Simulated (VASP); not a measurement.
# SnSe (rocksalt type) (Fm-3m) in VASP: single point with LDA

Aim: the single point of SnSe (rocksalt type) with LDA.

All numbers are computed with VASP 6.6.1; they aren't measurements. Logs are shortened: lines on timing, memory, paths and dates and some standing lists are left out, and cuts for length are marked.

## Step 1: The cell of the first run

The structure is cubic, space group Fm-3m (No. 225). Conventional cell: a = 5.897 Å, b = 5.897 Å, c = 5.897 Å, α = 90.00°, β = 90.00°, γ = 90.00°. Sn (site symmetry m-3m) has 6 Se at 2.95 Å within 3.9 Å. Within 3.9 Å of Se (site symmetry m-3m) lie 6 Sn at 2.95 Å.

## Step 2: Single point, LDA (25.63 Å³/atom)

INCAR reads:

```
PREC = Accurate
ENCUT = 500
EDIFF = 1E-6
ISMEAR = -1
SIGMA = 0.05
LREAL = F
LASPH = T
NELM = 120
ALGO = Normal
ISIF = 2
LWAVE = F
LCHARG = F
NBANDS = 17
GGA_COMPAT = F
```

KPOINTS reads:

```
Automatic mesh
0
Gamma
  14 14 14
```

POSCAR reads:

```
SnSe
1.0
    0.0000000000      2.9485371505      2.9485371505
    2.9485371505      0.0000000000      2.9485371505
    2.9485371505      2.9485371505      0.0000000000
Sn Se
1 1
Direct
    0.0000000000      0.0000000000      0.0000000000
    0.5000000000      0.5000000000      0.5000000000
```

Potentials or basis: VASP PAW LDA potentials, release 64 (Sn_d, Se).

On the command line:

```bash
> cat potpaw_LDA.64/Sn_d/POTCAR potpaw_LDA.64/Se/POTCAR > POTCAR
> mpirun -np 1 vasp_std > vasp.out
```

OUTCAR:

```text
PREC = Accurate
   ENCUT = 500
   EDIFF = 1E-6
   ISMEAR = -1
   LREAL = F
   LASPH = T
   NELM = 120
   ISIF = 2

 ion  position               nearest neighbor table
   1  0.000  0.000  0.000-   2 2.95   2 2.95   2 2.95   2 2.95   2 2.95   2 2.95
   2  0.500  0.500  0.500-   1 2.95   1 2.95   1 2.95   1 2.95   1 2.95   1 2.95

  LATTYP: Found a face centered cubic cell.
 ALAT       =     5.8970743010

  Lattice vectors:

 A1 = (   0.0000000000,   2.9485371505,   2.9485371505)
 A2 = (   2.9485371505,   0.0000000000,   2.9485371505)
 A3 = (   2.9485371505,   2.9485371505,   0.0000000000)

Analysis of symmetry for initial positions (statically):
=====================================================================
 Subroutine PRICEL returns:
 Original cell was already a primitive cell.

 Routine SETGRP: Setting up the symmetry group for a
 face centered cubic supercell.

 Subroutine GETGRP returns: Found 48 space group operations
 (whereof 48 operations were pure point group operations)
 out of a pool of 48 trial point group operations.

The static configuration has the point symmetry O_h .

Analysis of symmetry for dynamics (positions and initial velocities):
=====================================================================
 Subroutine PRICEL returns:
 Original cell was already a primitive cell.

 Routine SETGRP: Setting up the symmetry group for a
 face centered cubic supercell.

 Subroutine GETGRP returns: Found 48 space group operations
 (whereof 48 operations were pure point group operations)
 out of a pool of 48 trial point group operations.

The dynamic configuration has the point symmetry O_h .

 Subroutine INISYM returns: Found 48 space group operations
 (whereof 48 operations are pure point group operations),
 and found     1 'primitive' translations

----------------------------------------------------------------------------------------

                                     Primitive cell

  volume of cell :      51.2684

  direct lattice vectors                    reciprocal lattice vectors
     0.000000000  2.948537150  2.948537150    -0.169575615  0.169575615  0.169575615
     2.948537150  0.000000000  2.948537150     0.169575615 -0.169575615  0.169575615
     2.948537150  2.948537150  0.000000000     0.169575615  0.169575615 -0.169575615

  length of vectors
     4.169861227  4.169861227  4.169861227     0.293713581  0.293713581  0.293713581

  position of ions in fractional coordinates (direct lattice)
     0.000000000  0.000000000  0.000000000
     0.500000000  0.500000000  0.500000000

  ion indices of the primitive-cell ions
   primitive index   ion index
                 1           1
                 2           2

----------------------------------------------------------------------------------------

 KPOINTS: Automatic mesh

Automatic generation of k-mesh.
 Grid dimensions read from file:
 generate k-points for:   14   14   14

 Generating k-lattice:

  Cartesian coordinates                     Fractional coordinates (reciprocal lattice)
    -0.012112544  0.012112544  0.012112544     0.071428571  0.000000000  0.000000000
     0.012112544 -0.012112544  0.012112544     0.000000000  0.071428571  0.000000000
     0.012112544  0.012112544 -0.012112544     0.000000000  0.000000000  0.071428571

  Length of vectors
     0.020979541  0.020979541  0.020979541

  Shift w.r.t. Gamma in fractional coordinates (k-lattice)
     0.000000000  0.000000000  0.000000000

 Subroutine IBZKPT returns following result:
 ===========================================

 Found    104 irreducible k-points:

 Following reciprocal coordinates:
            Coordinates               Weight
  0.000000  0.000000  0.000000      1.000000
  0.071429  0.000000  0.000000      8.000000
  0.142857  0.000000  0.000000      8.000000
  0.214286  0.000000  0.000000      8.000000
  0.285714  0.000000  0.000000      8.000000
  0.357143  0.000000  0.000000      8.000000
[... 16 lines left out ...]
  0.214286  0.142857  0.000000     24.000000
  0.285714  0.142857  0.000000     24.000000
 [... further k-points ...]
   k-points           NKPTS =    104   k-points in BZ     NKDIM =    104   number of bands    NBANDS=     17
   number of dos      NEDOS =    301   number of ions     NIONS =      2
   total plane-waves  NPLWV =  27000
   dimension x,y,z NGX =    30 NGY =   30 NGZ =   30
   dimension x,y,z NGXF=    60 NGYF=   60 NGZF=   60
   ions per type =               1   1
   NGX,Y,Z   is equivalent  to a cutoff of  11.96, 11.96, 11.96 a.u.
   NGXF,Y,Z  is equivalent  to a cutoff of  23.92, 23.92, 23.92 a.u.
 SYSTEM =  unknown system
   PREC   = accura    normal or accurate (medium, high low for compatibility)
   ISTART =      0    job   : 0-new  1-cont  2-samecut
   ICHARG =      2    charge: 1-file 2-atom 10-const
   ISPIN  =      1    spin polarized calculation?
   LNONCOLLINEAR =      F non collinear calculations
   LSORBIT =      F    spin-orbit coupling
   LASPH  =      T    aspherical Exc in radial PAW
   ENCUT  =  500.0 eV  36.75 Ry    6.06 a.u.   7.60  7.60  7.60*2*pi/ulx,y,z
   NELM   =    120;   NELMIN=  2; NELMDL= -5     # of ELM steps
   EDIFF  = 0.1E-05   stopping-criterion for ELM
   LREAL  =      F    real-space projection
   EDIFFG = 0.1E-04   stopping-criterion for IOM
   NSW    =      0    number of steps for IOM
   IBRION =     -1    ionic relax: 0-MD 1-quasi-New 2-CG
   NFREE  =      0    steps in history (QN), initial steepest desc. (CG)
   ISIF   =      2    stress and relaxation
   ISYM   =      2    0-nonsym 1-usesym 2-fastsym
   POTIM  = 0.5000    time-step for ionic-motion
   TEBEG  =    0.0;   TEEND  =   0.0 temperature during run
   PSTRESS=    0.0 pullay stress
   NELECT =      20.0000    total number of electrons
   NUPDOWN=      -1.0000    fix difference up-down
   EMIN   =  10.00;   EMAX   =-10.00  energy-range for DOS
   EFERMI =   0.00;   METHOD = LEGACY
   ISMEAR =    -1;   SIGMA  =   0.05  broadening in eV -4-tet -1-fermi 0-gaus
   EFERMI_NEDOS =   21; number of points for ismear=-14 and -15
   IALGO  =     38    algorithm
   IMIX   =      4    mixing-type and parameters
     AMIX     =   0.40;   BMIX     =  1.00
     AMIX_MAG =   1.60;   BMIX_MAG =  1.00
  volume/ion in A,a.u.               =      25.63       172.99
  Fermi-wavevector in a.u.,A,eV,Ry     =   1.196194  2.260479 19.468300  1.430880
  Thomas-Fermi vector in A             =   2.332140
   LORBIT       =      0    0 simple, 1 ext, 2 COOP (PROOUT), +10 PAW based schemes
   GGA     = CA    functional components
   LHFCALC =     F    Hartree Fock is set to
   AEXX    =    0.0000 exact exchange contribution
   IVDW    =     0    specifies the selected vdW correction
   LEPSILON=     F    determine dielectric tensor
   LRPA    =     F    only Hartree local field effects (RPA)
 non-spin polarized calculation
  energy-cutoff  :      500.00
  volume of cell :       51.27
 maximum number of plane-waves:      1323
   NGX = 15   NGY = 15   NGZ = 15

 number of electron      20.0000013 magnetization

 Free energy of the ion-electron system (eV)
  ---------------------------------------------------
  ext. energy  EPLUGINS =         0.00000000
  ---------------------------------------------------
  free energy    TOTEN  =        -9.49763511 eV

  energy without entropy =       -9.49638893  energy(sigma->0) =       -9.49701202

 E-fermi :   6.2970     XC(G=0): -10.1577

 val. band max:        6.2300145779   @ k =  -0.4286   0.0714   0.0000
 cond. band min:       6.3497027066   @ k =  -0.4286   0.0714   0.0000
 fundamental gap:      0.1196881288
 Fermi energy:         6.2969519947

 k-point     1 :       0.0000    0.0000    0.0000
  band No.  band energies     occupation
      1     -15.3528      2.00000
      2     -15.3528      2.00000
      3     -15.3481      2.00000
      4     -15.3481      2.00000
      5     -15.3481      2.00000
      6      -8.1586      2.00000
[... 9 lines left out ...]
     16      11.9359      0.00000
     17      14.1771      0.00000

 k-point     2 :       0.0714    0.0000    0.0000
  band No.  band energies     occupation
      1     -15.3532      2.00000
      2     -15.3532      2.00000
      3     -15.3480      2.00000
      4     -15.3475      2.00000
      5     -15.3475      2.00000
      6      -8.1179      2.00000
[... 9 lines left out ...]
     16      12.0773      0.00000
     17      14.6492      0.00000

 k-point     3 :       0.1429    0.0000    0.0000
  band No.  band energies     occupation
      1     -15.3545      2.00000
      2     -15.3545      2.00000
      3     -15.3476      2.00000
      4     -15.3454      2.00000
      5     -15.3454      2.00000
      6      -7.9988      2.00000
[... 9 lines left out ...]
     16      12.4375      0.00000
     17      15.7712      0.00000

 k-point     4 :       0.2143    0.0000    0.0000
  band No.  band energies     occupation
      1     -15.3566      2.00000
      2     -15.3566      2.00000
      3     -15.3470      2.00000
      4     -15.3421      2.00000
      5     -15.3421      2.00000
      6      -7.8124      2.00000
[... 9 lines left out ...]
     16      12.9874      0.00000
     17      17.0794      0.00000

 k-point     5 :       0.2857    0.0000    0.0000
  band No.  band energies     occupation
      1     -15.3589      2.00000
      2     -15.3589      2.00000
      3     -15.3463      2.00000
      4     -15.3383      2.00000
      5     -15.3383      2.00000
      6      -7.5804      2.00000
[... 9 lines left out ...]
     16      13.7202      0.00000
     17      18.3141      0.00000

 k-point     6 :       0.3571    0.0000    0.0000
  band No.  band energies     occupation
      1     -15.3612      2.00000
      2     -15.3612      2.00000
      3     -15.3458      2.00000
      4     -15.3348      2.00000
      5     -15.3348      2.00000
      6      -7.3407      2.00000
[... 9 lines left out ...]
     16      14.6198      0.00000
     17      18.0870      0.00000
[... 281 lines left out ...]
 k-point    21 :      -0.0714    0.0714    0.0000
  band No.  band energies     occupation
      1     -15.3544      2.00000
      2     -15.3532      2.00000
      3     -15.3480      2.00000
      4     -15.3469      2.00000
      5     -15.3456      2.00000
      6      -8.0509      2.00000
[... 9 lines left out ...]
     16      12.6137      0.00000
     17      14.8152      0.00000

 k-point    22 :       0.1429    0.1429    0.0000
  band No.  band energies     occupation
      1     -15.3583      2.00000
      2     -15.3509      2.00000
      3     -15.3498      2.00000
      4     -15.3439      2.00000
      5     -15.3439      2.00000
      6      -7.9449      2.00000
[... 9 lines left out ...]
     16      13.3413      0.00000
     17      14.6947      0.00000

 k-point    23 :       0.2143    0.1429    0.0000
  band No.  band energies     occupation
      1     -15.3612      2.00000
      2     -15.3510      2.00000
      3     -15.3501      2.00000
      4     -15.3417      2.00000
      5     -15.3410      2.00000
      6      -7.8063      2.00000
[... 9 lines left out ...]
     16      13.9023      0.00000
     17      15.2677      0.00000

 k-point    24 :       0.2857    0.1429    0.0000
  band No.  band energies     occupation
      1     -15.3641      2.00000
      2     -15.3525      2.00000
      3     -15.3494      2.00000
      4     -15.3393      2.00000
      5     -15.3373      2.00000
      6      -7.6099      2.00000
[... 9 lines left out ...]
     16      14.5535      0.00000
     17      16.4062      0.00000

 [... further k-points ...]
[... 5 lines left out ...]
  --------------------------------------------------------------------------------------
  -------------------------------------------------------------------------------------
  Total        0.0440807      0.0440807      0.0440807     -0.0000000     -0.0000000      0.0000000
  in kB        1.3775569      1.3775569      1.3775569     -0.0000000     -0.0000000      0.0000000
  external PRESSURE =       1.3775569 kB  Pullay stress =       0.0000000 kB

 VOLUME and BASIS-vectors are now :
 -----------------------------------------------------------------------------
  energy-cutoff  :      500.00
  volume of cell :       51.27
      direct lattice vectors                 reciprocal lattice vectors
     0.000000000  2.948537150  2.948537150    -0.169575615  0.169575615  0.169575615
     2.948537150  0.000000000  2.948537150     0.169575615 -0.169575615  0.169575615
     2.948537150  2.948537150  0.000000000     0.169575615  0.169575615 -0.169575615

 POSITION                                       TOTAL-FORCE (eV/Angst)
 -----------------------------------------------------------------------------------
      0.00000      0.00000      0.00000         0.000000     -0.000000     -0.000000
      2.94854      2.94854      2.94854        -0.000000      0.000000      0.000000
 -----------------------------------------------------------------------------------
    total drift:                               -0.000000      0.000000      0.000000

  FREE ENERGIE OF THE ION-ELECTRON SYSTEM (eV)
  ---------------------------------------------------
  free  energy   TOTEN  =        -9.4976351101 eV

  energy  without entropy=       -9.4963889321  energy(sigma->0) =       -9.49701202
```

Wall time 2 min (1 thread of Intel Xeon 8259CL, shared host); peak memory 0.21 GiB.

Results:

```
Free energy            : -9.4976 eV
Pressure               : 0.1 GPa
Band gap on the k mesh : 0.12 eV
```

Levels at points of the mesh, in eV from the valence-band top:
| k point | band 6 | band 7 | band 8 | band 9 | band 10 | band 11 | band 12 | band 13 | band 14 | band 15 |
| --- | --- | --- | --- | --- | --- | --- | --- | --- | --- | --- |
| (0.00, 0.00, 0.00) | -14.39 | -5.06 | -2.43 | -2.43 | -2.43 | 4.37 | 4.37 | 4.37 | 5.71 | 5.71 |
| (0.50, 0.00, 0.00) | -13.31 | -8.52 | -2.16 | -2.16 | -0.23 | 0.68 | 1.06 | 1.06 | 8.25 | 10.22 |
| (0.50, 0.50, 0.00) | -12.97 | -6.21 | -6.00 | -4.01 | -4.01 | 2.69 | 5.52 | 5.52 | 6.20 | 10.63 |

Caveat: spin-orbit coupling is left out, which moves the levels of the heavy elements. A k mesh can miss the band edges.
